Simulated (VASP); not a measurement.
C, 2 atoms in the cell. The cell holds a slab with vacuum, 2 atoms: a = 2.367 Å, b = 2.367 Å, c = 26.002 Å, α = 90.00°, β = 90.00°, γ = 60.00°.  This cell differs from its parent crystal: biaxial strain -0.040.

| Quantity | Value |
| --- | --- |
| Program | VASP 6.6.1 |
| Task | relaxation of the atoms |
| Functional | PBE |
| Dispersion | D3(BJ) |
| Potentials or basis | VASP PAW PBE potentials, release 64 (C) |
| Cutoff | 520 eV |
| k mesh | 21 × 21 × 1 |
| Occupations | gaussian, width 0.1 eV |
| Spin | no spin polarisation |
| Dipole correction | yes |
| Further INCAR settings | ALGO = Normal; EDIFF = 1e-06; IBRION = 2; EDIFFG = -0.01; NSW = 60 |

Potentials or basis: VASP PAW PBE potentials, release 64 (C).

Command:

```sh
$ cat potpaw_PBE.64/C/POTCAR > POTCAR
$ mpirun -np 1 vasp_std > vasp.out
```

Hardware: 1 thread of Oxide Virtual Turin-like Processor, with other jobs on the host.

Q: How long does it take, and how much memory?

A: Run time: 76 s on 1 thread of Oxide Virtual Turin-like Processor, with other jobs on the host, peak memory 0.21 GiB. Counts: scf iterations 20, k points 48, ion steps 1.
